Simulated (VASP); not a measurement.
# InAs (Fm-3m) in VASP: notebook

InAs is run at these levels: LDA, PBEsol; tasks: single point.

Program: VASP 6.6.1. These are calculated values, not measurements. Logs are shortened: lines on timing, memory, paths and dates and some standing lists are left out, and cuts for length are marked.

## Step 1: The cell of the first run

It takes space group Fm-3m (No. 225, cubic). Conventional cell: a = 5.793 Å, b = 5.793 Å, c = 5.793 Å, α = 90.00°, β = 90.00°, γ = 90.00°. Within 3.8 Å of In (site symmetry m-3m) lie 6 As at 2.90 Å. As (site symmetry m-3m) has 6 In at 2.90 Å within 3.8 Å.

## Step 2: Single point, LDA (volume scaled by 1.02)

Contents of INCAR:

```
PREC     = Accurate       # precision mode
ENCUT    = 520            # plane-wave cutoff, eV
EDIFF    = 1E-7           # SCF threshold, eV
ISMEAR   = -1             # smearing method
SIGMA    = 0.05           # smearing width, eV
LREAL    = F              # projectors in reciprocal space
LASPH    = T              # aspherical terms in the spheres
NELM     = 80             # most SCF steps
ALGO     = Normal         # electronic algorithm
ISIF     = 2              # what is computed and relaxed
LWAVE    = F              # write WAVECAR
LCHARG   = T              # write CHGCAR
GGA      = CA             # functional
LELF     = T              # ELF
LVHAR    = T            
NBANDS   = 16             # bands
```

Contents of KPOINTS:

```
Automatic mesh
0
Gamma
  8 8 8
```

Contents of POSCAR:

```
InAs
1.0
    0.0000000000      2.8963595487      2.8963595487
    2.8963595487      0.0000000000      2.8963595487
    2.8963595487      2.8963595487      0.0000000000
In As
1 1
Direct
    0.5000000000      0.5000000000      0.5000000000
    0.0000000000      0.0000000000      0.0000000000
```

Potentials or basis: VASP PAW LDA potentials, release 64 (In_d, As).

The run is started by

```bash
$ cat potpaw_LDA.64/In_d/POTCAR potpaw_LDA.64/As/POTCAR > POTCAR
$ mpirun -np 1 vasp_std > vasp.out
```

OUTCAR:

```text
PREC = Accurate
   ENCUT = 520
   EDIFF = 1E-7
   ISMEAR = -1
   LREAL = F
   LASPH = T
   NELM = 80
   ISIF = 2
   GGA = CA

 ion  position               nearest neighbor table
   1  0.500  0.500  0.500-   2 2.90   2 2.90   2 2.90   2 2.90   2 2.90   2 2.90
   2  0.000  0.000  0.000-   1 2.90   1 2.90   1 2.90   1 2.90   1 2.90   1 2.90

  LATTYP: Found a face centered cubic cell.
 ALAT       =     5.7927190974

  Lattice vectors:

 A1 = (   0.0000000000,   2.8963595487,   2.8963595487)
 A2 = (   2.8963595487,   0.0000000000,   2.8963595487)
 A3 = (   2.8963595487,   2.8963595487,   0.0000000000)

Analysis of symmetry for initial positions (statically):
=====================================================================
 Subroutine PRICEL returns:
 Original cell was already a primitive cell.

 Routine SETGRP: Setting up the symmetry group for a
 face centered cubic supercell.

 Subroutine GETGRP returns: Found 48 space group operations
 (whereof 48 operations were pure point group operations)
 out of a pool of 48 trial point group operations.

The static configuration has the point symmetry O_h .

Analysis of symmetry for dynamics (positions and initial velocities):
=====================================================================
 Subroutine PRICEL returns:
 Original cell was already a primitive cell.

 Routine SETGRP: Setting up the symmetry group for a
 face centered cubic supercell.

 Subroutine GETGRP returns: Found 48 space group operations
 (whereof 48 operations were pure point group operations)
 out of a pool of 48 trial point group operations.

The dynamic configuration has the point symmetry O_h .

 Subroutine INISYM returns: Found 48 space group operations
 (whereof 48 operations are pure point group operations),
 and found     1 'primitive' translations

----------------------------------------------------------------------------------------

                                     Primitive cell

  volume of cell :      48.5945

  direct lattice vectors                    reciprocal lattice vectors
     0.000000000  2.896359549  2.896359549    -0.172630501  0.172630501  0.172630501
     2.896359549  0.000000000  2.896359549     0.172630501 -0.172630501  0.172630501
     2.896359549  2.896359549  0.000000000     0.172630501  0.172630501 -0.172630501

  length of vectors
     4.096070955  4.096070955  4.096070955     0.299004799  0.299004799  0.299004799

  position of ions in fractional coordinates (direct lattice)
     0.500000000  0.500000000  0.500000000
     0.000000000  0.000000000  0.000000000

  ion indices of the primitive-cell ions
   primitive index   ion index
                 1           1
                 2           2

----------------------------------------------------------------------------------------

 KPOINTS: Automatic mesh

Automatic generation of k-mesh.
 Grid dimensions read from file:
 generate k-points for:    8    8    8

 Generating k-lattice:

  Cartesian coordinates                     Fractional coordinates (reciprocal lattice)
    -0.021578813  0.021578813  0.021578813     0.125000000  0.000000000  0.000000000
     0.021578813 -0.021578813  0.021578813     0.000000000  0.125000000  0.000000000
     0.021578813  0.021578813 -0.021578813     0.000000000  0.000000000  0.125000000

  Length of vectors
     0.037375600  0.037375600  0.037375600

  Shift w.r.t. Gamma in fractional coordinates (k-lattice)
     0.000000000  0.000000000  0.000000000

 Subroutine IBZKPT returns following result:
 ===========================================

 Found     29 irreducible k-points:

 Following reciprocal coordinates:
            Coordinates               Weight
  0.000000  0.000000  0.000000      1.000000
  0.125000  0.000000  0.000000      8.000000
  0.250000  0.000000  0.000000      8.000000
  0.375000  0.000000  0.000000      8.000000
  0.500000  0.000000  0.000000      4.000000
  0.125000  0.125000  0.000000      6.000000
[... 16 lines left out ...]
  0.500000  0.250000  0.125000     48.000000
 -0.375000  0.250000  0.125000     24.000000
 [... further k-points ...]
   k-points           NKPTS =     29   k-points in BZ     NKDIM =     29   number of bands    NBANDS=     16
   number of dos      NEDOS =    301   number of ions     NIONS =      2
   total plane-waves  NPLWV =  27000
   dimension x,y,z NGX =    30 NGY =   30 NGZ =   30
   dimension x,y,z NGXF=    60 NGYF=   60 NGZF=   60
   ions per type =               1   1
   NGX,Y,Z   is equivalent  to a cutoff of  12.18, 12.18, 12.18 a.u.
   NGXF,Y,Z  is equivalent  to a cutoff of  24.35, 24.35, 24.35 a.u.
 SYSTEM =  unknown system
   PREC   = accura    normal or accurate (medium, high low for compatibility)
   ISTART =      0    job   : 0-new  1-cont  2-samecut
   ICHARG =      2    charge: 1-file 2-atom 10-const
   ISPIN  =      1    spin polarized calculation?
   LNONCOLLINEAR =      F non collinear calculations
   LSORBIT =      F    spin-orbit coupling
   LASPH  =      T    aspherical Exc in radial PAW
   ENCUT  =  520.0 eV  38.22 Ry    6.18 a.u.   7.62  7.62  7.62*2*pi/ulx,y,z
   NELM   =     80;   NELMIN=  2; NELMDL= -5     # of ELM steps
   EDIFF  = 0.1E-06   stopping-criterion for ELM
   LREAL  =      F    real-space projection
   EDIFFG = 0.1E-05   stopping-criterion for IOM
   NSW    =      0    number of steps for IOM
   IBRION =     -1    ionic relax: 0-MD 1-quasi-New 2-CG
   NFREE  =      0    steps in history (QN), initial steepest desc. (CG)
   ISIF   =      2    stress and relaxation
   ISYM   =      2    0-nonsym 1-usesym 2-fastsym
   POTIM  = 0.5000    time-step for ionic-motion
   TEBEG  =    0.0;   TEEND  =   0.0 temperature during run
   PSTRESS=    0.0 pullay stress
   NELECT =      18.0000    total number of electrons
   NUPDOWN=      -1.0000    fix difference up-down
   EMIN   =  10.00;   EMAX   =-10.00  energy-range for DOS
   EFERMI =   0.00;   METHOD = LEGACY
   ISMEAR =    -1;   SIGMA  =   0.05  broadening in eV -4-tet -1-fermi 0-gaus
   EFERMI_NEDOS =   21; number of points for ismear=-14 and -15
   IALGO  =     38    algorithm
   IMIX   =      4    mixing-type and parameters
     AMIX     =   0.40;   BMIX     =  1.00
     AMIX_MAG =   1.60;   BMIX_MAG =  1.00
  volume/ion in A,a.u.               =      24.30       163.97
  Fermi-wavevector in a.u.,A,eV,Ry     =   1.175718  2.221785 18.807510  1.382313
  Thomas-Fermi vector in A             =   2.312094
   LORBIT       =      0    0 simple, 1 ext, 2 COOP (PROOUT), +10 PAW based schemes
   GGA     = CA    functional components
   LHFCALC =     F    Hartree Fock is set to
   AEXX    =    0.0000 exact exchange contribution
   IVDW    =     0    specifies the selected vdW correction
   LEPSILON=     F    determine dielectric tensor
   LRPA    =     F    only Hartree local field effects (RPA)
 non-spin polarized calculation
  energy-cutoff  :      520.00
  volume of cell :       48.59
 maximum number of plane-waves:      1363
   NGX = 15   NGY = 15   NGZ = 15

 number of electron      18.0000009 magnetization

 Free energy of the ion-electron system (eV)
  ---------------------------------------------------
  ext. energy  EPLUGINS =         0.00000000
  ---------------------------------------------------
  free energy    TOTEN  =        -8.67157271 eV

  energy without entropy =       -8.66108787  energy(sigma->0) =       -8.66633029

 E-fermi :   5.5351     XC(G=0): -10.2485

 val. band max:        5.4759088556   @ k =  -0.2500   0.2500   0.0000
 cond. band min:       5.5919174362   @ k =  -0.3750   0.1250   0.0000
 fundamental gap:      0.1160085806
 Fermi energy:         5.5351363739

 k-point     1 :       0.0000    0.0000    0.0000
  band No.  band energies     occupation
      1      -8.6623      2.00000
      2      -8.6623      2.00000
      3      -8.6391      2.00000
      4      -8.6391      2.00000
      5      -8.6391      2.00000
      6      -6.4595      2.00000
[... 8 lines left out ...]
     15      12.8022      0.00000
     16      12.8022      0.00000

 k-point     2 :       0.1250    0.0000    0.0000
  band No.  band energies     occupation
      1      -8.6679      2.00000
      2      -8.6679      2.00000
      3      -8.6392      2.00000
      4      -8.6326      2.00000
      5      -8.6326      2.00000
      6      -6.2968      2.00000
[... 8 lines left out ...]
     15      13.2384      0.00000
     16      13.2384      0.00000

 k-point     3 :       0.2500    0.0000    0.0000
  band No.  band energies     occupation
      1      -8.6841      2.00000
      2      -8.6841      2.00000
      3      -8.6405      2.00000
      4      -8.6143      2.00000
      5      -8.6143      2.00000
      6      -5.8369      2.00000
[... 8 lines left out ...]
     15      14.2672      0.00000
     16      14.2672      0.00000

 k-point     4 :       0.3750    0.0000    0.0000
  band No.  band energies     occupation
      1      -8.7011      2.00000
      2      -8.7011      2.00000
      3      -8.6429      2.00000
      4      -8.5950      2.00000
      5      -8.5950      2.00000
      6      -5.2154      2.00000
[... 8 lines left out ...]
     15      15.8469      0.00000
     16      15.8469      0.00000

 k-point     5 :       0.5000    0.0000    0.0000
  band No.  band energies     occupation
      1      -8.7082      2.00000
      2      -8.7082      2.00000
      3      -8.6441      2.00000
      4      -8.5870      2.00000
      5      -8.5870      2.00000
      6      -4.8613      2.00000
[... 8 lines left out ...]
     15      17.3268      0.00000
     16      17.3268      0.00000

 k-point     6 :       0.1250    0.1250    0.0000
  band No.  band energies     occupation
      1      -8.6836      2.00000
      2      -8.6576      2.00000
      3      -8.6441      2.00000
      4      -8.6290      2.00000
      5      -8.6290      2.00000
      6      -6.2367      2.00000
[... 8 lines left out ...]
     15      14.3283      0.00000
     16      14.3283      0.00000

 k-point     7 :       0.2500    0.1250    0.0000
  band No.  band energies     occupation
      1      -8.7102      2.00000
      2      -8.6631      2.00000
      3      -8.6457      2.00000
      4      -8.6180      2.00000
      5      -8.6121      2.00000
      6      -5.8610      2.00000
[... 8 lines left out ...]
     15      14.8443      0.00000
     16      15.1486      0.00000

 k-point     8 :       0.3750    0.1250    0.0000
  band No.  band energies     occupation
      1      -8.7316      2.00000
      2      -8.6803      2.00000
      3      -8.6423      2.00000
      4      -8.6065      2.00000
      5      -8.5925      2.00000
      6      -5.2659      2.00000
[... 8 lines left out ...]
     15      15.9649      0.00000
     16      16.5566      0.00000

 k-point     9 :       0.5000    0.1250    0.0000
  band No.  band energies     occupation
      1      -8.7371      2.00000
      2      -8.6962      2.00000
      3      -8.6388      2.00000
      4      -8.5976      2.00000
      5      -8.5847      2.00000
      6      -4.7625      2.00000
[... 8 lines left out ...]
     15      17.1374      0.00000
     16      17.4336      0.00000
[... 172 lines left out ...]
 k-point    19 :       0.5000    0.3750    0.0000
  band No.  band energies     occupation
      1      -8.8842      2.00000
      2      -8.6656      2.00000
      3      -8.6408      2.00000
      4      -8.5734      2.00000
      5      -8.5689      2.00000
      6      -4.1862      2.00000
[... 8 lines left out ...]
     15      18.5761      0.00000
     16      19.1085      0.00000

 k-point    20 :      -0.3750    0.3750    0.0000
  band No.  band energies     occupation
      1      -8.8511      2.00000
      2      -8.6600      2.00000
      3      -8.6478      2.00000
      4      -8.5876      2.00000
      5      -8.5739      2.00000
      6      -4.1083      2.00000
[... 8 lines left out ...]
     15      16.8507      0.00000
     16      18.1535      0.00000

 k-point    21 :       0.5000    0.5000    0.0000
  band No.  band energies     occupation
      1      -8.9137      2.00000
      2      -8.6740      2.00000
      3      -8.6308      2.00000
      4      -8.5639      2.00000
      5      -8.5639      2.00000
      6      -4.0332      2.00000
[... 8 lines left out ...]
     15      18.4739      0.00000
     16      19.8807      0.00000

 k-point    22 :       0.3750    0.2500    0.1250
  band No.  band energies     occupation
      1      -8.7448      2.00000
      2      -8.6675      2.00000
      3      -8.6463      2.00000
      4      -8.6041      2.00000
      5      -8.6017      2.00000
      6      -5.3998      2.00000
[... 8 lines left out ...]
     15      15.8720      0.00000
     16      16.9662      0.00000

 k-point    23 :       0.5000    0.2500    0.1250
  band No.  band energies     occupation
      1      -8.7689      2.00000
      2      -8.6808      2.00000
      3      -8.6373      2.00000
      4      -8.6029      2.00000
      5      -8.5875      2.00000
      6      -4.8022      2.00000
[... 8 lines left out ...]
     15      16.4858      0.00000
     16      17.2898      0.00000

 k-point    24 :      -0.3750    0.2500    0.1250
  band No.  band energies     occupation
      1      -8.7772      2.00000
      2      -8.6875      2.00000
      3      -8.6290      2.00000
      4      -8.6079      2.00000
      5      -8.5808      2.00000
      6      -4.4779      2.00000
[... 8 lines left out ...]
     15      15.1130      0.00000
     16      18.2538      0.00000

 [... further k-points ...]
[... 5 lines left out ...]
  --------------------------------------------------------------------------------------
  -------------------------------------------------------------------------------------
  Total       -1.7903110     -1.7903110     -1.7903110     -0.0000000     -0.0000000      0.0000000
  in kB      -59.0271277    -59.0271277    -59.0271277     -0.0000000     -0.0000000      0.0000000
  external PRESSURE =     -59.0271277 kB  Pullay stress =       0.0000000 kB

 VOLUME and BASIS-vectors are now :
 -----------------------------------------------------------------------------
  energy-cutoff  :      520.00
  volume of cell :       48.59
      direct lattice vectors                 reciprocal lattice vectors
     0.000000000  2.896359549  2.896359549    -0.172630501  0.172630501  0.172630501
     2.896359549  0.000000000  2.896359549     0.172630501 -0.172630501  0.172630501
     2.896359549  2.896359549  0.000000000     0.172630501  0.172630501 -0.172630501

 POSITION                                       TOTAL-FORCE (eV/Angst)
 -----------------------------------------------------------------------------------
      2.89636      2.89636      2.89636         0.000000      0.000000      0.000000
      0.00000      0.00000      0.00000        -0.000000     -0.000000     -0.000000
 -----------------------------------------------------------------------------------
    total drift:                                0.000000      0.000000      0.000000

  FREE ENERGIE OF THE ION-ELECTRON SYSTEM (eV)
  ---------------------------------------------------
  free  energy   TOTEN  =        -8.6715727079 eV

  energy  without entropy=       -8.6610878725  energy(sigma->0) =       -8.66633029
```

Wall time 37 s (1 thread of AMD EPYC 7R13, shared host); peak memory 0.16 GiB.

What came out:

```
Free energy            : -8.6716 eV
Pressure               : -5.9 GPa
Band gap on the k mesh : zero (band 9 reaches 5.88 eV, above the bottom of band 10 at 3.37 eV)
```

Levels at points of the mesh, in eV from the Fermi level:
```
           k point  band 6  band 7  band 8  band 9  band 10  band 11  band 12  band 13
(0.00, 0.00, 0.00)  -11.99   -0.96   -0.20   -0.20    -0.20     7.21     7.21     7.21
(0.50, 0.00, 0.00)  -10.40   -6.44    0.19    0.19     2.04     3.22     3.22     4.17
(0.50, 0.50, 0.00)   -9.57   -4.58   -3.06   -2.17    -2.17     3.94     8.89     8.89
```

Caveat: spin-orbit coupling is left out, which moves the levels of the heavy elements.

## Step 3: Single point, PBEsol (volume scaled by 1.02)

Contents of INCAR:

```
SYSTEM = InAs
  ALGO = Normal
  EDIFF = 1E-6
  ENCUT = 520
  GGA = PS
  ISIF = 2
  ISMEAR = -1
  LASPH = .TRUE.
  LCHARG = .TRUE.
  LELF = .TRUE.
  LREAL = .FALSE.
  LVHAR = .TRUE.
  LWAVE = .FALSE.
  NBANDS = 16
  NELM = 60
  PREC = Accurate
  SIGMA = 0.05
```

Contents of KPOINTS:

```
k-points
0
G
  8 8 8
  0 0 0
```

POSCAR is that of step 2.

Potentials or basis: VASP PAW PBE potentials, release 64 (In_d, As).

The run is started by

```bash
$ cat potpaw_PBE.64/In_d/POTCAR potpaw_PBE.64/As/POTCAR > POTCAR
$ mpirun -np 1 vasp_std > vasp.out
```

Run time: 37 s. Hardware: 1 thread of AMD EPYC 7R13, shared host; peak memory 0.18 GiB.

The run converged. Its results:

* Free energy: -8.1661 eV
* Pressure: -4.2 GPa
* Band gap on the k mesh: zero (band 9 reaches 5.90 eV, above the bottom of band 10 at 3.38 eV)

Levels at points of the mesh, in eV from the Fermi level:
```csv
k point,band 7,band 8,band 9,band 10,band 11,band 12
"(0.00, 0.00, 0.00)",-0.85,-0.19,-0.19,-0.19,7.12,7.12
"(0.50, 0.00, 0.00)",-6.44,0.18,0.18,2.03,3.23,3.23
"(0.50, 0.50, 0.00)",-4.61,-2.98,-2.18,-2.18,3.84,8.99
```

Caveat: the PAW data sets were made with another functional, which shifts forces and pressure a little; spin-orbit coupling is left out, which moves the levels of the heavy elements.
